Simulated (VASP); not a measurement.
# CaO (Fm-3m) in VASP: further runs, part 2 of 2

VASP 6.6.1.

## (5) Single point, PBEsol+D4

This run uses another cell than the first one, of 13.89 Å³/atom.

The input, INCAR:

```
SYSTEM = CaO
PREC = Accurate
ENCUT = 520
EDIFF = 1E-6
ISMEAR = -1
SIGMA = 0.05
LREAL = .False.
LASPH = .True.
NELM = 100
ALGO = Normal
ISIF = 2
LWAVE = .False.
LCHARG = .False.
GGA = PS
IVDW = 13
NBANDS = 15
```

The input, KPOINTS:

```
regular mesh
0
Gamma
  10 10 10
  0 0 0
```

The input, POSCAR:

```
CaO
1.0
    0.0000000000      2.4035556960      2.4035556960
    2.4035556960      0.0000000000      2.4035556960
    2.4035556960      2.4035556960      0.0000000000
Ca O
1 1
Direct
    0.0000000000      0.0000000000      0.0000000000
    0.5000000000      0.5000000000      0.5000000000
```

Potentials or basis: VASP PAW PBE potentials, release 64 (Ca_sv, O).

The run is started by

```sh
> cat potpaw_PBE.64/Ca_sv/POTCAR potpaw_PBE.64/O/POTCAR > POTCAR
> mpirun -np 1 vasp_std > vasp.out
```

OUTCAR:

```text
SYSTEM = CaO
   PREC = Accurate
   ENCUT = 520
   EDIFF = 1E-6
   ISMEAR = -1
   LREAL = .False.
   LASPH = .True.
   NELM = 100
   ISIF = 2
   GGA = PS
   IVDW = 13

 ion  position               nearest neighbor table
   1  0.000  0.000  0.000-   2 2.40   2 2.40   2 2.40   2 2.40   2 2.40   2 2.40
   2  0.500  0.500  0.500-   1 2.40   1 2.40   1 2.40   1 2.40   1 2.40   1 2.40

  LATTYP: Found a face centered cubic cell.
 ALAT       =     4.8071113920

  Lattice vectors:

 A1 = (   0.0000000000,   2.4035556960,   2.4035556960)
 A2 = (   2.4035556960,   0.0000000000,   2.4035556960)
 A3 = (   2.4035556960,   2.4035556960,   0.0000000000)

Analysis of symmetry for initial positions (statically):
=====================================================================
 Subroutine PRICEL returns:
 Original cell was already a primitive cell.

 Routine SETGRP: Setting up the symmetry group for a
 face centered cubic supercell.

 Subroutine GETGRP returns: Found 48 space group operations
 (whereof 48 operations were pure point group operations)
 out of a pool of 48 trial point group operations.

The static configuration has the point symmetry O_h .

Analysis of symmetry for dynamics (positions and initial velocities):
=====================================================================
 Subroutine PRICEL returns:
 Original cell was already a primitive cell.

 Routine SETGRP: Setting up the symmetry group for a
 face centered cubic supercell.

 Subroutine GETGRP returns: Found 48 space group operations
 (whereof 48 operations were pure point group operations)
 out of a pool of 48 trial point group operations.

The dynamic configuration has the point symmetry O_h .

 Subroutine INISYM returns: Found 48 space group operations
 (whereof 48 operations are pure point group operations),
 and found     1 'primitive' translations

----------------------------------------------------------------------------------------

                                     Primitive cell

  volume of cell :      27.7711

  direct lattice vectors                    reciprocal lattice vectors
     0.000000000  2.403555696  2.403555696    -0.208025136  0.208025136  0.208025136
[... 120 lines left out ...]
 maximum number of plane-waves:       763
 NGX is ok and might be reduce to    28
   NGX = 13   NGY = 13   NGZ = 13

 number of electron      15.9999997 magnetization

 Free energy of the ion-electron system (eV)
  ---------------------------------------------------
  ext. energy  EPLUGINS =         0.00000000
  ---------------------------------------------------
  free energy    TOTEN  =       -13.40826374 eV

  energy without entropy =      -13.40826374  energy(sigma->0) =      -13.40826374

 E-fermi :   3.2269     XC(G=0): -10.7336

 val. band max:        2.1923144940   @ k =   0.0000   0.0000   0.0000
 cond. band min:       5.7265374993   @ k =   0.5000   0.5000   0.0000
 fundamental gap:      3.5342230053
 Fermi energy:         3.2269014038

 k-point     1 :       0.0000    0.0000    0.0000
  band No.  band energies     occupation
      1     -35.1961      2.00000
      2     -16.0373      2.00000
      3     -16.0373      2.00000
      4     -16.0373      2.00000
      5     -13.2508      2.00000
      6       2.1923      2.00000
      7       2.1923      2.00000
      8       2.1923      2.00000
      9       6.7523      0.00000
     10       8.3843      0.00000
     11       8.3843      0.00000
     12       8.3843      0.00000
     13       9.9197      0.00000
     14       9.9197      0.00000
[... 401 lines left out ...]
      2     -16.7066      2.00000
      3     -16.2434      2.00000
      4     -16.2152      2.00000
      5     -12.7125      2.00000
      6       0.4865      2.00000
      7       1.6292      2.00000
      8       1.7328      2.00000
      9       6.4083      0.00000
     10       9.7666      0.00000
     11      10.9924      0.00000
     12      11.0822      0.00000
     13      11.2281      0.00000
     14      12.9469      0.00000
     15      17.6328      0.00000

 [... further k-points ...]

------------------------ aborting loop because EDIFF is reached ----------------------------------------

  DFT-D4 for vdW energy calculation

  Edisp (eV):   -0.18885

  FORCE on cell =-STRESS in cart. coord.  units (eV):
  Direction    XX          YY          ZZ          XY          YZ          ZX
  --------------------------------------------------------------------------------------
  -------------------------------------------------------------------------------------
  Total      -0.58403    -0.58403    -0.58403     0.00000     0.00000     0.00000
  in kB     -33.69406   -33.69406   -33.69406     0.00000     0.00000     0.00000
  external pressure =      -33.69 kB  Pullay stress =        0.00 kB

 VOLUME and BASIS-vectors are now :
 -----------------------------------------------------------------------------
  energy-cutoff  :      520.00
  volume of cell :       27.77
      direct lattice vectors                 reciprocal lattice vectors
     0.000000000  2.403555696  2.403555696    -0.208025136  0.208025136  0.208025136
     2.403555696  0.000000000  2.403555696     0.208025136 -0.208025136  0.208025136
     2.403555696  2.403555696  0.000000000     0.208025136  0.208025136 -0.208025136

 POSITION                                       TOTAL-FORCE (eV/Angst)
 -----------------------------------------------------------------------------------
      0.00000      0.00000      0.00000        -0.000000      0.000000      0.000000
      2.40356      2.40356      2.40356         0.000000     -0.000000     -0.000000
 -----------------------------------------------------------------------------------
    total drift:                                0.000000      0.000000      0.000000

  FREE ENERGIE OF THE ION-ELECTRON SYSTEM (eV)
  ---------------------------------------------------
  free  energy   TOTEN  =       -13.5971134471 eV

  energy  without entropy=      -13.5971134471  energy(sigma->0) =      -13.59711345
```

OSZICAR:

```text
N       E                     dE             d eps       ncg     rms          rms(c)
DAV:   1     0.121882968555E+03    0.12188E+03   -0.82710E+03  1410   0.109E+03
DAV:   2    -0.977208763240E+01   -0.13166E+03   -0.12233E+03  1760   0.288E+02
DAV:   3    -0.147878191773E+02   -0.50157E+01   -0.49787E+01  1719   0.584E+01
DAV:   4    -0.149247808447E+02   -0.13696E+00   -0.13687E+00  1970   0.850E+00
DAV:   5    -0.149260039546E+02   -0.12231E-02   -0.12231E-02  1685   0.786E-01    0.806E+00
DAV:   6    -0.135085782786E+02    0.14174E+01   -0.43274E+00  1593   0.208E+01    0.356E+00
DAV:   7    -0.134247217358E+02    0.83857E-01   -0.36704E-01  1599   0.630E+00    0.178E+00
DAV:   8    -0.134090634209E+02    0.15658E-01   -0.71785E-02  1823   0.290E+00    0.390E-01
DAV:   9    -0.134079103008E+02    0.11531E-02   -0.47512E-03  1459   0.569E-01    0.103E-01
DAV:  10    -0.134082966042E+02   -0.38630E-03   -0.52144E-04  1768   0.264E-01    0.530E-02
DAV:  11    -0.134082646788E+02    0.31925E-04   -0.42704E-05  1901   0.924E-02    0.712E-03
DAV:  12    -0.134082637433E+02    0.93550E-06   -0.77988E-06  1656   0.312E-02
   1 F= -.13597113E+02 E0= -.13597113E+02  d E =-.162152E-10
```

stdout:

```text
POSCAR found type information on POSCAR CaO
 POSCAR found :  2 types and       2 ions
 scaLAPACK will be used
 -----------------------------------------------------------------------------
|                                                                             |
|                                                                             |
|     You enforced a specific xc type in the INCAR file but a different       |
|     I HOPE YOU KNOW WHAT YOU ARE DOING!                                     |
|                                                                             |
 -----------------------------------------------------------------------------

 LDA part: xc-table for (Slater+PW92), standard interpolation
 POSCAR, INCAR and KPOINTS ok, starting setup
 FFT: planning ... GRIDC
 FFT: planning ... GRID_SOFT
 FFT: planning ... GRID
 WAVECAR not read
 entering main loop
```

It took 34 s on 1 thread of Intel Xeon 8259CL, shared host; peak memory 0.17 GiB.

What came out:

```
Free energy                : -13.5971 eV
Pressure                   : -3.4 GPa
Band gap on the k mesh     : 3.53 eV (least direct gap 3.91 eV)
Dispersion energy per atom : -0.094 eV
```

Caveat: the cell stands under tension; the PAW data sets were made with another functional, which shifts forces and pressure a little. A k mesh can miss the band edges.

## (6) Summary

| cell | gap on the mesh (eV) | pressure (GPa) |
| --- | --- | --- |
| a = 3.330 Å, angles 60.0°, 2 atoms | 3.50 | 4.0 |
| a = 3.353 Å, angles 60.0°, 2 atoms | 3.51 | 1.2 |
| a = 3.376 Å, angles 60.0°, 2 atoms | 3.52 | -1.2 |
| a = 3.399 Å, angles 60.0°, 2 atoms | 3.53 | -3.4 |

Alike in all rows: task single point; level PBEsol+D4; potentials or basis VASP PAW PBE potentials, release 64 (Ca_sv, O); no spin polarisation; k mesh 10 × 10 × 10; cutoff (eV) 520; smearing fermi-dirac 0.05 eV.

Caveats: the PAW data sets were made with another functional, which shifts forces and pressure a little; the cell stands under pressure (at least some runs); the cell stands under tension (at least some runs).

Total energies depend on the potentials used, so only differences within one code and one set of settings carry meaning.
